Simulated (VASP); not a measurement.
# Al (Im-3m) in VASP: further runs

The runs below take Al through single point, relaxation of cell and atoms, with HF, PBE-based screened hybrid, PBEsol-based screened hybrid, r2SCAN+D4.

Program: VASP 6.6.1. These are calculated values, not measurements. Logs are shortened: lines on timing, memory, paths and dates and some standing lists are left out, and cuts for length are marked.

**1. The cell of the first run**

Symmetry: Im-3m, No. 229, cubic system. Conventional cell: a = 3.315 Å, b = 3.315 Å, c = 3.315 Å, α = 90.00°, β = 90.00°, γ = 90.00°. Within 3.8 Å of Al (site symmetry m-3m) lie 14 Al at 2.87 to 3.32 Å.

**2. Single point, HF**

Contents of POSCAR:

```
Al
1.0
   -1.6576684805      1.6576684805      1.6576684805
    1.6576684805     -1.6576684805      1.6576684805
    1.6576684805      1.6576684805     -1.6576684805
Al
1
Direct
    0.0000000000      0.0000000000      0.0000000000
```

Contents of INCAR.step1:

```
SYSTEM = Al
PREC = Accurate
ENCUT = 520
EDIFF = 1E-5
ISMEAR = -1
SIGMA = 0.05
LREAL = .False.
LASPH = .True.
NELM = 60
ALGO = Normal
ISIF = 2
LWAVE = .True.
GGA = PE
NBANDS = 8
```

Contents of INCAR.step2:

```
SYSTEM = Al
PREC = Accurate
ENCUT = 520
EDIFF = 1E-6
ISMEAR = -1
SIGMA = 0.05
LREAL = .False.
LASPH = .True.
NELM = 60
ALGO = Normal
ISIF = 2
LWAVE = .False.
LCHARG = .True.
GGA = PE
LHFCALC = .True.
AEXX = 1.0
ALDAC = 0.0
AGGAC = 0.0
PRECFOCK = Normal
LELF = .True.
LVHAR = .True.
ISTART = 1
NBANDS = 8
```

Contents of KPOINTS:

```
regular mesh
0
Gamma
  6 6 6
  0 0 0
```

Potentials or basis: VASP PAW PBE potentials, release 64 (Al).

Started as:

```bash
$ cat potpaw_PBE.64/Al/POTCAR > POTCAR
$ cp INCAR.step1 INCAR
$ mpirun -np 1 vasp_std > vasp.out
$ cp INCAR.step2 INCAR
$ mpirun -np 1 vasp_std > vasp.out
```

OUTCAR:

```text
SYSTEM = Al
   PREC = Accurate
   ENCUT = 520
   EDIFF = 1E-6
   ISMEAR = -1
   LREAL = .False.
   LASPH = .True.
   NELM = 60
   ISIF = 2
   GGA = PE
   LHFCALC = .True.
   AEXX = 1.0
   PRECFOCK = Normal
   ISTART = 1

 ion  position               nearest neighbor table
   1  0.000  0.000  0.000-

  LATTYP: Found a body centered cubic cell.
 ALAT       =     3.3153369610

  Lattice vectors:

 A1 = (  -1.6576684805,   1.6576684805,   1.6576684805)
 A2 = (   1.6576684805,  -1.6576684805,   1.6576684805)
 A3 = (   1.6576684805,   1.6576684805,  -1.6576684805)

Analysis of symmetry for initial positions (statically):
=====================================================================
 Subroutine PRICEL returns:
 Original cell was already a primitive cell.

 Routine SETGRP: Setting up the symmetry group for a
 body centered cubic supercell.

 Subroutine GETGRP returns: Found 48 space group operations
[... 9 lines left out ...]

 Routine SETGRP: Setting up the symmetry group for a
 body centered cubic supercell.

 Subroutine GETGRP returns: Found 48 space group operations
[... 11 lines left out ...]
                                     Primitive cell

  volume of cell :      18.2202

  direct lattice vectors                    reciprocal lattice vectors
    -1.657668480  1.657668480  1.657668480     0.000000000  0.301628465  0.301628465
     1.657668480 -1.657668480  1.657668480     0.301628465  0.000000000  0.301628465
     1.657668480  1.657668480 -1.657668480     0.301628465  0.301628465  0.000000000

  length of vectors
     2.871166030  2.871166030  2.871166030     0.426567067  0.426567067  0.426567067

  position of ions in fractional coordinates (direct lattice)
     0.000000000  0.000000000  0.000000000

  ion indices of the primitive-cell ions
   primitive index   ion index
                 1           1

----------------------------------------------------------------------------------------

 KPOINTS: regular mesh

Automatic generation of k-mesh.
 Grid dimensions read from file:
 generate k-points for:    6    6    6

 Generating k-lattice:

  Cartesian coordinates                     Fractional coordinates (reciprocal lattice)
     0.000000000  0.050271411  0.050271411     0.166666667  0.000000000  0.000000000
     0.050271411  0.000000000  0.050271411     0.000000000  0.166666667  0.000000000
     0.050271411  0.050271411  0.000000000     0.000000000  0.000000000  0.166666667

  Length of vectors
     0.071094511  0.071094511  0.071094511

  Shift w.r.t. Gamma in fractional coordinates (k-lattice)
     0.000000000  0.000000000  0.000000000

 Subroutine IBZKPT returns following result:
 ===========================================

 Found     16 irreducible k-points:

 Following reciprocal coordinates:
            Coordinates               Weight
  0.000000  0.000000  0.000000      1.000000
  0.166667  0.000000  0.000000     12.000000
  0.333333  0.000000  0.000000     12.000000
  0.500000  0.000000  0.000000      6.000000
  0.166667  0.166667  0.000000     24.000000
  0.333333  0.166667  0.000000     48.000000
[... 8 lines left out ...]
  0.500000  0.500000  0.333333     12.000000
  0.500000  0.500000  0.500000      1.000000
   k-points           NKPTS =     16   k-points in BZ     NKDIM =    216   number of bands    NBANDS=      8
   number of dos      NEDOS =    301   number of ions     NIONS =      1
   total plane-waves  NPLWV =  13824
   dimension x,y,z NGX =    24 NGY =   24 NGZ =   24
   dimension x,y,z NGXF=    48 NGYF=   48 NGZF=   48
   ions per type =               1
   NGX,Y,Z   is equivalent  to a cutoff of  13.90, 13.90, 13.90 a.u.
   NGXF,Y,Z  is equivalent  to a cutoff of  27.79, 27.79, 27.79 a.u.
 SYSTEM =  Al
   PREC   = accura    normal or accurate (medium, high low for compatibility)
   ISTART =      1    job   : 0-new  1-cont  2-samecut
   ICHARG =      0    charge: 1-file 2-atom 10-const
   ISPIN  =      1    spin polarized calculation?
   LNONCOLLINEAR =      F non collinear calculations
   LSORBIT =      F    spin-orbit coupling
   LASPH  =      T    aspherical Exc in radial PAW
   ENCUT  =  520.0 eV  38.22 Ry    6.18 a.u.   5.34  5.34  5.34*2*pi/ulx,y,z
   NELM   =     60;   NELMIN=  2; NELMDL=  0     # of ELM steps
   EDIFF  = 0.1E-05   stopping-criterion for ELM
   LREAL  =      F    real-space projection
   EDIFFG = 0.1E-04   stopping-criterion for IOM
   NSW    =      0    number of steps for IOM
   IBRION =     -1    ionic relax: 0-MD 1-quasi-New 2-CG
   NFREE  =      0    steps in history (QN), initial steepest desc. (CG)
   ISIF   =      2    stress and relaxation
   ISYM   =      3    0-nonsym 1-usesym 2-fastsym
   POTIM  = 0.5000    time-step for ionic-motion
   TEBEG  =    0.0;   TEEND  =   0.0 temperature during run
   PSTRESS=    0.0 pullay stress
   NELECT =       3.0000    total number of electrons
   NUPDOWN=      -1.0000    fix difference up-down
   EMIN   =  10.00;   EMAX   =-10.00  energy-range for DOS
   EFERMI =   0.00;   METHOD = LEGACY
   ISMEAR =    -1;   SIGMA  =   0.05  broadening in eV -4-tet -1-fermi 0-gaus
   EFERMI_NEDOS =   21; number of points for ismear=-14 and -15
   IALGO  =     38    algorithm
   IMIX   =      1    mixing-type and parameters
     AMIX     =   0.40;   BMIX     =  1.00
     AMIX_MAG =   1.60;   BMIX_MAG =  1.00
  volume/ion in A,a.u.               =      18.22       122.96
  Fermi-wavevector in a.u.,A,eV,Ry     =   0.897286  1.695625 10.954353  0.805122
  Thomas-Fermi vector in A             =   2.019851
   LORBIT       =      0    0 simple, 1 ext, 2 COOP (PROOUT), +10 PAW based schemes
   GGA     = PE    functional components
   LHFCALC =     T    Hartree Fock is set to
   PRECFOCK=normal    Normal, Fast or Accurate (Low or Medium for compatibility)
   ENCUT4O =  -1.0   cutoff for four orbital integrals eV
   NKREDX  =     1    reduce k-point grid by
   NKREDY  =     1    reduce k-point grid by
   NKREDZ  =     1    reduce k-point grid by
   AEXX    =    1.0000 exact exchange contribution
   HFSCREEN=    0.0000 screening length (either q_TF or 0.3 A-1)
   HFSCREENC=   0.0000 screening length for correlation (either q_TF or 0.3 A-1)
   ENCUTFOCK=  -1.0 apply spherical cutoff to Coloumb kernel
   IVDW    =     0    specifies the selected vdW correction
   LEPSILON=     F    determine dielectric tensor
   LRPA    =     F    only Hartree local field effects (RPA)
 non-spin polarized calculation
  energy-cutoff  :      520.00
  volume of cell :       18.22
 maximum number of plane-waves:       500
 NGX is ok and might be reduce to    24
  NGX = 18; NGY = 18; NGZ = 18

 number of electron       3.0000000 magnetization

 Free energy of the ion-electron system (eV)
  ---------------------------------------------------
  ext. energy  EPLUGINS =         0.00000000
  ---------------------------------------------------
  free energy    TOTEN  =        -6.88652709 eV

  energy without entropy =       -6.88234075  energy(sigma->0) =       -6.88443392

 E-fermi :   8.8546     XC(G=0):   0.0000

 val. band max:        5.9091239584   @ k =   0.5000   0.5000   0.3333
 cond. band min:       8.9519326536   @ k =  -0.3333   0.5000   0.1667
 fundamental gap:      3.0428086952
 Fermi energy:         8.8546371462

 k-point     1 :       0.0000    0.0000    0.0000
  band No.  band energies     occupation
      1     -10.6051      2.00000
      2      21.0850      0.00000
      3      27.1762      0.00000
      4      27.1762      0.00000
      5      27.1762      0.00000
      6      28.0138      0.00000
      7      28.0138      0.00000
      8      28.0138      0.00000

 k-point     2 :       0.1667    0.0000    0.0000
  band No.  band energies     occupation
      1      -9.4753      2.00000
      2      19.0941      0.00000
      3      21.8856      0.00000
      4      23.9008      0.00000
      5      24.6624      0.00000
      6      25.6935      0.00000
      7      27.4588      0.00000
      8      30.2146      0.00000

 k-point     3 :       0.3333    0.0000    0.0000
  band No.  band energies     occupation
      1      -6.0542      2.00000
      2      10.8253      0.00000
      3      20.3873      0.00000
      4      21.6342      0.00000
      5      22.2645      0.00000
      6      23.4504      0.00000
      7      26.6354      0.00000
      8      32.2533      0.00000

 k-point     4 :       0.5000    0.0000    0.0000
  band No.  band energies     occupation
      1      -0.9236      2.00000
      2       0.9348      2.00000
      3      19.8869      0.00000
      4      20.8646      0.00000
      5      21.4249      0.00000
      6      22.6689      0.00000
      7      26.4750      0.00000
      8      34.8705      0.00000

 k-point     5 :       0.1667    0.1667    0.0000
  band No.  band energies     occupation
      1      -7.1992      2.00000
      2      15.4140      0.00000
      3      16.6498      0.00000
      4      21.0672      0.00000
      5      23.1107      0.00000
      6      26.9980      0.00000
      7      27.7677      0.00000
      8      31.4581      0.00000
[... 89 lines left out ...]
 k-point    14 :      -0.3333    0.3333    0.3333
  band No.  band energies     occupation
      1      -1.3388      2.00000
      2      14.2583      0.00000
      3      14.9370      0.00000
      4      14.9370      0.00000
      5      16.7167      0.00000
      6      23.9614      0.00000
      7      26.9313      0.00000
      8      33.5335      0.00000

 k-point    15 :       0.5000    0.5000    0.3333
  band No.  band energies     occupation
      1       4.0364      2.00000
      2       5.9091      2.00000
      3      13.9064      0.00000
      4      14.3932      0.00000
      5      19.2641      0.00000
      6      20.4304      0.00000
      7      25.5480      0.00000
      8      33.4593      0.00000

 k-point    16 :       0.5000    0.5000    0.5000
  band No.  band energies     occupation
      1      17.9396      0.00000
      2      18.0439      0.00000
      3      18.0439      0.00000
      4      18.0439      0.00000
      5      19.0199      0.00000
      6      19.0199      0.00000
      7      27.8505      0.00000
      8      41.2076      0.00000

------------------------ aborting loop because EDIFF is reached ----------------------------------------

  FORCE on cell =-STRESS in cart. coord.  units (eV):
  Direction    XX          YY          ZZ          XY          YZ          ZX
  --------------------------------------------------------------------------------------
  -------------------------------------------------------------------------------------
  Total        0.9534198      0.9534198      0.9534198      0.0000000      0.0000000      0.0000000
  in kB       83.8381591     83.8381591     83.8381591      0.0000000      0.0000000      0.0000000
  external PRESSURE =      83.8381591 kB  Pullay stress =       0.0000000 kB

 VOLUME and BASIS-vectors are now :
 -----------------------------------------------------------------------------
  energy-cutoff  :      520.00
  volume of cell :       18.22
      direct lattice vectors                 reciprocal lattice vectors
    -1.657668480  1.657668480  1.657668480     0.000000000  0.301628465  0.301628465
     1.657668480 -1.657668480  1.657668480     0.301628465  0.000000000  0.301628465
     1.657668480  1.657668480 -1.657668480     0.301628465  0.301628465  0.000000000

 POSITION                                       TOTAL-FORCE (eV/Angst)
 -----------------------------------------------------------------------------------
      0.00000      0.00000      0.00000         0.000000      0.000000      0.000000
 -----------------------------------------------------------------------------------
    total drift:                                0.000000     -0.000000     -0.000000

  FREE ENERGIE OF THE ION-ELECTRON SYSTEM (eV)
  ---------------------------------------------------
  free  energy   TOTEN  =        -6.8865270863 eV

  energy  without entropy=       -6.8823407512  energy(sigma->0) =       -6.88443392
```

Run time: 3.7 min. Hardware: 1 thread of AMD EPYC 7R13 (Zen 3), shared host; peak memory 0.11 GiB.

What came out:

```yaml
Free_energy: -6.8865 eV
Pressure: 8.4 GPa
```

Levels at points of the mesh, in eV from the Fermi level:
```csv
k point,band 1,band 2,band 3,band 4
"(0.00, 0.00, 0.00)",-19.46,12.23,18.32,18.32
"(0.50, 0.00, 0.00)",-9.78,-7.92,11.03,12.01
"(0.50, 0.50, 0.50)",9.08,9.19,9.19,9.19
```

Caveat: the k points lie up to 0.45 Å⁻¹ apart; the PAW data sets were made with another functional, which shifts forces and pressure a little.

(Continued in part 2 of 2.)
